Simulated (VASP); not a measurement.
# LiF (P6_3mc) in VASP: notebook, part 2 of 2

VASP 6.6.1. Earlier steps stand in the parts before.

### 5 Single point, LDA (8.97 Å³/atom)

INCAR reads:

```
SYSTEM = LiF
ALGO     = Normal         ! electronic algorithm
EDIFF    = 1E-6           ! SCF threshold, eV
ENCUT    = 520            ! plane-wave cutoff, eV
ISIF     = 2              ! what is computed and relaxed
ISMEAR   = 0              ! smearing method
LASPH    = .True.         ! aspherical terms in the spheres
LCHARG   = .False.        ! write CHGCAR
LREAL    = .False.        ! projectors in reciprocal space
LWAVE    = .False.        ! write WAVECAR
NBANDS   = 18             ! bands
NELM     = 80             ! most SCF steps
PREC     = Accurate       ! precision mode
SIGMA    = 0.05           ! smearing width, eV
```

KPOINTS reads:

```
k-points
0
Gamma
  9 9 6
  0 0 0
```

POSCAR reads:

```
LiF
1.0
    2.9974150858      0.0000000000      0.0000000000
   -1.4987075429      2.5958376100      0.0000000000
    0.0000000000      0.0000000000      4.6087789223
Li F
2 2
Direct
    0.3333333333      0.6666666667      0.3839784076
    0.6666666667      0.3333333333      0.8839784076
    0.3333333333      0.6666666667      0.9910195924
    0.6666666667      0.3333333333      0.4910195924
```

Potentials or basis: VASP PAW LDA potentials, release 64 (Li_sv, F).

Run with:

```
> cat potpaw_LDA.64/Li_sv/POTCAR potpaw_LDA.64/F/POTCAR > POTCAR
> mpirun -np 1 vasp_std > vasp.out
```

OUTCAR:

```text
SYSTEM = LiF
   EDIFF = 1E-6
   ENCUT = 520
   ISIF = 2
   ISMEAR = 0
   LASPH = .True.
   LREAL = .False.
   NELM = 80
   PREC = Accurate

 ion  position               nearest neighbor table
   1  0.333  0.667  0.384-   4 1.80   4 1.80   4 1.80   3 1.81
   2  0.667  0.333  0.884-   3 1.80   3 1.80   3 1.80   4 1.81
   3  0.333  0.667  0.991-   2 1.80   2 1.80   2 1.80   1 1.81
   4  0.667  0.333  0.491-   1 1.80   1 1.80   1 1.80   2 1.81

  LATTYP: Found a hexagonal cell.
 ALAT       =     2.9974150858
 C/A-ratio  =     1.5375844821

  Lattice vectors:

 A1 = (   2.9974150858,   0.0000000000,   0.0000000000)
 A2 = (  -1.4987075429,   2.5958376100,   0.0000000000)
 A3 = (   0.0000000000,   0.0000000000,   4.6087789223)

Analysis of symmetry for initial positions (statically):
=====================================================================
 Subroutine PRICEL returns:
 Original cell was already a primitive cell.

 Routine SETGRP: Setting up the symmetry group for a
 hexagonal supercell.

 Subroutine GETGRP returns: Found 12 space group operations
 (whereof  6 operations were pure point group operations)
 out of a pool of 24 trial point group operations.

The static configuration has the point symmetry C_3v.
 The point group associated with its full space group is C_6v.

Analysis of symmetry for dynamics (positions and initial velocities):
=====================================================================
 Subroutine PRICEL returns:
 Original cell was already a primitive cell.

 Routine SETGRP: Setting up the symmetry group for a
 hexagonal supercell.

 Subroutine GETGRP returns: Found 12 space group operations
 (whereof  6 operations were pure point group operations)
 out of a pool of 24 trial point group operations.

The dynamic configuration has the point symmetry C_3v.
 The point group associated with its full space group is C_6v.

 Subroutine INISYM returns: Found 12 space group operations
 (whereof  6 operations are pure point group operations),
 and found     1 'primitive' translations

----------------------------------------------------------------------------------------

                                     Primitive cell

  volume of cell :      35.8600

  direct lattice vectors                    reciprocal lattice vectors
     2.997415086  0.000000000  0.000000000     0.333620794  0.192616055  0.000000000
    -1.498707543  2.595837610  0.000000000     0.000000000  0.385232110  0.000000000
     0.000000000  0.000000000  4.608778922     0.000000000  0.000000000  0.216977212

  length of vectors
     2.997415086  2.997415086  4.608778922     0.385232110  0.385232110  0.216977212

  position of ions in fractional coordinates (direct lattice)
     0.333333333  0.666666667  0.383978408
     0.666666667  0.333333333  0.883978408
     0.333333333  0.666666667  0.991019592
     0.666666667  0.333333333  0.491019592

  ion indices of the primitive-cell ions
   primitive index   ion index
                 1           1
                 2           2
                 3           3
                 4           4

----------------------------------------------------------------------------------------

 KPOINTS: k-points
[... 24 lines left out ...]
            Coordinates               Weight
  0.000000  0.000000  0.000000      1.000000
  0.111111  0.000000  0.000000      6.000000
  0.222222  0.000000  0.000000      6.000000
  0.333333  0.000000  0.000000      6.000000
  0.444444  0.000000  0.000000      6.000000
  0.111111  0.111111  0.000000      6.000000
[... 16 lines left out ...]
  0.333333  0.222222  0.166667     24.000000
  0.333333  0.333333  0.166667      4.000000
 [... further k-points ...]
   k-points           NKPTS =     48   k-points in BZ     NKDIM =     48   number of bands    NBANDS=     18
   number of dos      NEDOS =    301   number of ions     NIONS =      4
   total plane-waves  NPLWV =  20736
   dimension x,y,z NGX =    24 NGY =   24 NGZ =   36
   dimension x,y,z NGXF=    48 NGYF=   48 NGZF=   72
   ions per type =               2   2
   NGX,Y,Z   is equivalent  to a cutoff of  13.31, 13.31, 12.99 a.u.
   NGXF,Y,Z  is equivalent  to a cutoff of  26.62, 26.62, 25.97 a.u.
 SYSTEM =  LiF
   PREC   = accura    normal or accurate (medium, high low for compatibility)
   ISTART =      0    job   : 0-new  1-cont  2-samecut
   ICHARG =      2    charge: 1-file 2-atom 10-const
   ISPIN  =      1    spin polarized calculation?
   LNONCOLLINEAR =      F non collinear calculations
   LSORBIT =      F    spin-orbit coupling
   LASPH  =      T    aspherical Exc in radial PAW
   ENCUT  =  520.0 eV  38.22 Ry    6.18 a.u.   5.57  5.57  8.57*2*pi/ulx,y,z
   NELM   =     80;   NELMIN=  2; NELMDL= -5     # of ELM steps
   EDIFF  = 0.1E-05   stopping-criterion for ELM
   LREAL  =      F    real-space projection
   EDIFFG = 0.1E-04   stopping-criterion for IOM
   NSW    =      0    number of steps for IOM
   IBRION =     -1    ionic relax: 0-MD 1-quasi-New 2-CG
   NFREE  =      0    steps in history (QN), initial steepest desc. (CG)
   ISIF   =      2    stress and relaxation
   ISYM   =      2    0-nonsym 1-usesym 2-fastsym
   POTIM  = 0.5000    time-step for ionic-motion
   TEBEG  =    0.0;   TEEND  =   0.0 temperature during run
   PSTRESS=    0.0 pullay stress
   NELECT =      20.0000    total number of electrons
   NUPDOWN=      -1.0000    fix difference up-down
   EMIN   =  10.00;   EMAX   =-10.00  energy-range for DOS
   EFERMI =   0.00;   METHOD = LEGACY
   ISMEAR =     0;   SIGMA  =   0.05  broadening in eV -4-tet -1-fermi 0-gaus
   EFERMI_NEDOS =   21; number of points for ismear=-14 and -15
   IALGO  =     38    algorithm
   IMIX   =      4    mixing-type and parameters
     AMIX     =   0.40;   BMIX     =  1.00
     AMIX_MAG =   1.60;   BMIX_MAG =  1.00
  volume/ion in A,a.u.               =       8.97        60.50
  Fermi-wavevector in a.u.,A,eV,Ry     =   1.347560  2.546519 24.707059  1.815918
  Thomas-Fermi vector in A             =   2.475300
   LORBIT       =      0    0 simple, 1 ext, 2 COOP (PROOUT), +10 PAW based schemes
   GGA     = CA    functional components
   LHFCALC =     F    Hartree Fock is set to
   AEXX    =    0.0000 exact exchange contribution
   IVDW    =     0    specifies the selected vdW correction
   LEPSILON=     F    determine dielectric tensor
   LRPA    =     F    only Hartree local field effects (RPA)
 non-spin polarized calculation
 Gauss-broadening in eV      SIGMA  =   0.05
  energy-cutoff  :      520.00
  volume of cell :       35.86
 maximum number of plane-waves:      1007
 NGX is ok and might be reduce to    24
   NGX = 11   NGY = 11   NGZ = 17

 number of electron      20.0000006 magnetization

 Free energy of the ion-electron system (eV)
  ---------------------------------------------------
  ext. energy  EPLUGINS =         0.00000000
  ---------------------------------------------------
  free energy    TOTEN  =       -20.80007537 eV

  energy without entropy =      -20.80007537  energy(sigma->0) =      -20.80007537

 E-fermi :  -1.9780     XC(G=0): -10.0231

 val. band max:       -2.2008898820   @ k =   0.0000   0.0000   0.0000
 cond. band min:       5.8028316782   @ k =   0.0000   0.0000   0.0000
 fundamental gap:      8.0037215602
 Fermi energy:        -1.9779896924

 k-point     1 :       0.0000    0.0000    0.0000
  band No.  band energies     occupation
      1     -41.3335      2.00000
      2     -41.2550      2.00000
      3     -21.4490      2.00000
      4     -21.1296      2.00000
      5      -4.8497      2.00000
      6      -2.8580      2.00000
[... 481 lines left out ...]
      5      -4.6832      2.00000
      6      -3.6790      2.00000
[... 10 lines left out ...]
     17      16.8183      0.00000
     18      19.8005      0.00000

 [... further k-points ...]

------------------------ aborting loop because EDIFF is reached ----------------------------------------

  FORCE on cell =-STRESS in cart. coord.  units (eV):
  Direction    XX          YY          ZZ          XY          YZ          ZX
  --------------------------------------------------------------------------------------
  -------------------------------------------------------------------------------------
  Total        0.4800577      0.4800577      0.4259093      0.0000000      0.0000000      0.0000000
  in kB       21.4483404     21.4483404     19.0290624      0.0000000      0.0000000      0.0000000
  external PRESSURE =      20.6419144 kB  Pullay stress =       0.0000000 kB

 VOLUME and BASIS-vectors are now :
 -----------------------------------------------------------------------------
  energy-cutoff  :      520.00
  volume of cell :       35.86
      direct lattice vectors                 reciprocal lattice vectors
     2.997415086  0.000000000  0.000000000     0.333620794  0.192616055  0.000000000
    -1.498707543  2.595837610  0.000000000     0.000000000  0.385232110  0.000000000
     0.000000000  0.000000000  4.608778922     0.000000000  0.000000000  0.216977212

 POSITION                                       TOTAL-FORCE (eV/Angst)
 -----------------------------------------------------------------------------------
     -0.00000      1.73056      1.76967         0.000000      0.000000      0.011174
      1.49871      0.86528      4.07406        -0.000000     -0.000000      0.011174
     -0.00000      1.73056      4.56739        -0.000000      0.000000     -0.011174
      1.49871      0.86528      2.26300         0.000000     -0.000000     -0.011174
 -----------------------------------------------------------------------------------
    total drift:                               -0.000000     -0.000001     -0.000402

  FREE ENERGIE OF THE ION-ELECTRON SYSTEM (eV)
  ---------------------------------------------------
  free  energy   TOTEN  =       -20.8000753735 eV

  energy  without entropy=      -20.8000753735  energy(sigma->0) =      -20.80007537
```

Wall time 21 s (1 thread of Intel Xeon Platinum 8175M at 2.50GHz (Skylake/Cascade Lake), shared host); peak memory 0.14 GiB.

Results:

```yaml
Free_energy: -20.8001 eV
Largest_force: 0.011 eV/Å
Band_gap_on_the_k_mesh: 8.00 eV
```

Forces in eV/Å, atoms in the order of the input:
```
Li   0.000  0.000  0.011
Li   0.000  0.000  0.011
F    0.000  0.000 -0.011
F    0.000  0.000 -0.011
```

Caveat: the cutoff is under 1.25 times the usual one of these potentials, so pressure, stress and relaxed cells hold a basis-set (Pulay) error. A k mesh can miss the band edges.

### 6 The runs side by side

| cell | gap on the mesh (eV) | largest force (eV/Å) |
| --- | --- | --- |
| a = 2.926, b = 2.926, c = 4.836 Å, angles 90.0, 90.0, 120.0°, 4 atoms | 8.08 | 0.31 |
| a = 3.071, b = 3.071, c = 4.392 Å, angles 90.0, 90.0, 120.0°, 4 atoms | 7.92 | 0.49 |
| a = 2.950, b = 2.950, c = 4.759 Å, angles 90.0, 90.0, 120.0°, 4 atoms | 8.06 | 0.22 |
| a = 2.997, b = 2.997, c = 4.609 Å, angles 90.0, 90.0, 120.0°, 4 atoms | 8.00 | 0.01 |

Alike in all rows: task single point; level LDA; potentials or basis VASP PAW LDA potentials, release 64 (Li_sv, F); no spin polarisation; k mesh 9 × 9 × 6; cutoff (eV) 520; smearing gaussian 0.05 eV.

Caveats: the cutoff is under 1.25 times the usual one of these potentials, so pressure, stress and relaxed cells hold a basis-set (Pulay) error.

Absolute energies hang on the potentials; compare differences alone.
